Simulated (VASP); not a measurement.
Here is a VASP 6.6.1 calculation.

POSCAR

```
BiTe
1.0
    2.5575731115      1.4766155244      2.9766628402
   -2.5575731115      1.4766155244      2.9766628402
    0.0000000000     -2.9532310488      2.9766628402
Bi Te
1 1
Direct
    0.5000000000      0.5000000000      0.5000000000
    0.0000000000      0.0000000000      0.0000000000
```

Contents of INCAR.step1:

```
PREC     = Accurate       # precision mode
ENCUT    = 520            # plane-wave cutoff, eV
ISMEAR   = -1             # smearing method
SIGMA    = 0.1            # smearing width, eV
LREAL    = F              # projectors in reciprocal space
LASPH    = T              # aspherical terms in the spheres
NELM     = 60             # most SCF steps
NBANDS   = 18             # bands
GGA      = PE             # functional
ALGO     = Normal         # electronic algorithm
EDIFF    = 1E-4           # SCF threshold, eV
LWAVE    = T              # write WAVECAR
LCHARG   = F              # write CHGCAR
```

The input INCAR.step2:

```
PREC     = Accurate       # precision mode
ENCUT    = 520            # plane-wave cutoff, eV
EDIFF    = 1E-6           # SCF threshold, eV
ISMEAR   = -1             # smearing method
SIGMA    = 0.1            # smearing width, eV
LREAL    = F              # projectors in reciprocal space
LASPH    = T              # aspherical terms in the spheres
NELM     = 60             # most SCF steps
ALGO     = Normal         # electronic algorithm
ISIF     = 2              # what is computed and relaxed
LWAVE    = F              # write WAVECAR
LCHARG   = T              # write CHGCAR
METAGGA  = R2SCAN         # meta-GGA
LMIXTAU  = T            
LELF     = T              # ELF
LVHAR    = T            
NBANDS   = 18             # bands
ISTART   = 1
```

File KPOINTS:

```
Automatic mesh
0
Gamma
  12 12 12
```

Potentials or basis: VASP PAW PBE potentials, release 64 (Bi_d, Te).

Run with:

```sh
$ cat potpaw_PBE.64/Bi_d/POTCAR potpaw_PBE.64/Te/POTCAR > POTCAR
$ cp INCAR.step1 INCAR
$ mpirun -np 1 vasp_std > vasp.out
$ cp INCAR.step2 INCAR
$ mpirun -np 1 vasp_std > vasp.out
```

Question: Predict the pressure.

Answer: -2.5 GPa.

Stress tensor (GPa, compression positive):
```
-3.99  0.00  0.00
 0.00 -3.99  0.00
 0.00  0.00  0.57
```

Caveat: the PAW data sets were made with another functional, which shifts forces and pressure a little.
